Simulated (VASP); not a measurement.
## MgO: single point with r2SCAN

Crystal: MgO.

```
Mg O
1.0
     3.28883    0.00000    0.00000
    -1.64442    2.84821    0.00000
     0.00000    0.00000    5.03149
Mg O
2 2
Direct
  0.33333 0.66667 0.00483
  0.66667 0.33333 0.50483
  0.33333 0.66667 0.39977
  0.66667 0.33333 0.89977
```

| Item | Value |
| --- | --- |
| Program | VASP 6.6.1 |
| Task | single point |
| Functional | r2SCAN |
| Potentials or basis | VASP PAW PBE potentials, release 64 (Mg, O) |
| Cutoff | 660 eV |
| k mesh | 12 × 12 × 6 |
| Occupations | fermi-dirac, width 0.1 eV |
| Spin | no spin polarisation |

* Pressure: -0.8 GPa
* Largest force: 0.005 eV/Å
* Band gap on the k mesh: 4.21 eV, direct

Forces on the atoms (eV/Å):
```
Mg   0.000  0.000  0.005
Mg   0.000  0.000  0.005
O    0.000  0.000 -0.005
O    0.000  0.000 -0.005
```

Levels at points of the mesh, in eV from the valence-band top:
```csv
k point,band 6,band 7,band 8,band 9,band 10,band 11
"(0.00, 0.00, 0.00)",-0.38,-0.38,0.00,4.21,9.44,11.17
"(0.50, 0.00, 0.00)",-1.23,-0.79,-0.47,8.59,8.84,10.13
"(0.00, 0.00, 0.50)",-0.54,-0.54,-0.54,6.72,6.72,14.19
"(0.50, 0.00, 0.50)",-0.87,-0.70,-0.70,8.15,8.15,11.81
```

Run time: 3.3 min on 1 thread of Intel Xeon 6975P-C, on a shared host, peak memory 0.23 GiB.

Caveat: the PAW data sets were made with another functional, which shifts forces and pressure a little. r2SCAN opens gaps a little over a GGA but as a rule still falls short of measured ones.
